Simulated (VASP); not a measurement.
Set up this calculation in VASP 6.6.1, as the native input.

```yaml
Task: relaxation of cell and atoms
Functional: PBE
Potentials_or_basis: VASP PAW PBE potentials, release 64 (Bi_d, F)
Cutoff: 600 eV
k_mesh: 6 × 6 × 2
Occupations: gaussian, width 0.1 eV
Spin: no spin polarisation
Dipole_correction: no
Further_INCAR_settings: ALGO = Normal; EDIFF = 1e-07; IBRION = 2; EDIFFG = -0.04; NSW = 90; ISIF = 3
```

The structure of BiF2 lies in POSCAR:

```
BiF2
1.0
    3.3970003297      0.0000000000      0.0000000000
    0.0000000000      3.3970003297      0.0000000000
    0.0000000000      0.0000000000      9.7962144642
Bi F
2 4
Direct
    0.0000000000      0.0000000000      0.0000000000
    0.5000000000      0.5000000000      0.5000000000
    0.0000000000      0.5000000000      0.1250000000
    0.0000000000      0.5000000000      0.6250000000
    0.5000000000      0.0000000000      0.3750000000
    0.5000000000      0.0000000000      0.8750000000
```

These files were run (other wordings do the same):

INCAR

```
  ALGO = Normal
  EDIFF = 1E-7
  EDIFFG = -0.04
  ENCUT = 600
  GGA = PE
  IBRION = 2
  ISIF = 3
  ISMEAR = 0
  LASPH = T
  LCHARG = F
  LREAL = F
  LWAVE = F
  NELM = 100
  NSW = 90
  PREC = Accurate
  SIGMA = 0.1
```

KPOINTS

```
k-points
0
Gamma
  6 6 2
```

Potentials or basis: VASP PAW PBE potentials, release 64 (Bi_d, F).

Run with:

```console
$ cat potpaw_PBE.64/Bi_d/POTCAR potpaw_PBE.64/F/POTCAR > POTCAR
$ mpirun -np 1 vasp_std > vasp.out
```

Results of the run:

| Property | Result |
| --- | --- |
| Relaxed volume | 16.77 Å³/atom |
| Relaxed cell | a = 3.792 Å, b = 3.792 Å, c = 6.999 Å, α = 90.00°, β = 90.00°, γ = 90.00° |
| Space group after relaxing (to 0.1 Å) | I4/mmm (No. 139) |
| Energy gained by relaxing | 732.7 meV/atom |
| Ionic steps | 62 |
| Pressure after relaxing | 0.0 GPa |
| Largest force after relaxing | 0.004 eV/Å |
| Band gap on the k mesh | zero (bands 29 and 30 overlap by 2.39 eV) |

Caveat: a cell axis changed by over 15 % at a fixed basis, so the end point is rough; spin-orbit coupling is left out, which moves the levels of the heavy elements.

It took 51 min on 1 thread of Intel(R) Xeon(R) 6975P-C (Granite Rapids), on a shared host, peak memory 0.29 GiB.
